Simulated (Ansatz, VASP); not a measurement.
# One calculation of TiTe2, two programs

```xyz
3
Lattice="3.7770 0.0000 0.0000 -1.8885 3.2710 0.0000 0.0000 0.0000 6.4980" Properties=species:S:1:pos:R:3 pbc="T T T"
Ti    0.0000    0.0000    0.0000
Te    1.8885    1.0903    1.7112
Te    0.0000    2.1807    4.7868
```

Alike in both runs: functional PBE; dispersion D3(BJ); k mesh 15 × 15 × 8; occupations gaussian, width 0.1 eV; no spin polarisation.

Ansatz relaxed the structure, and its values are those at the end. VASP's run is a single point on that final structure, the one shown.

|  | VASP | Ansatz |
| --- | --- | --- |
| version | VASP 6.6.1 | Ansatz 0.2.0 |
| potentials or method | VASP PAW PBE potentials, release 64 (Ti_sv, Te), cutoff 520 eV | scalar-relativistic, plane waves, PAW |
| valence electrons in the cell | 24 | 44 |

|  | VASP | Ansatz | Ansatz less VASP |
| --- | --- | --- | --- |
| gap on the k mesh at the Fermi level (eV) | none | none | - |
| pressure (GPa) | -2.2 | -2.1 | +0.02 |
| rms of the force components (eV/Å) | 0.005 | 0.000 | -0.0045 |

A gap of «none» marks a metal or a gap that the smearing closes. VASP's potentials hold 24 valence electrons a cell and Ansatz's 44, so a difference there can come from the potentials and not from the codes. Ansatz's warnings: stress scf threshold loose.

Neither program's run includes spin-orbit coupling.
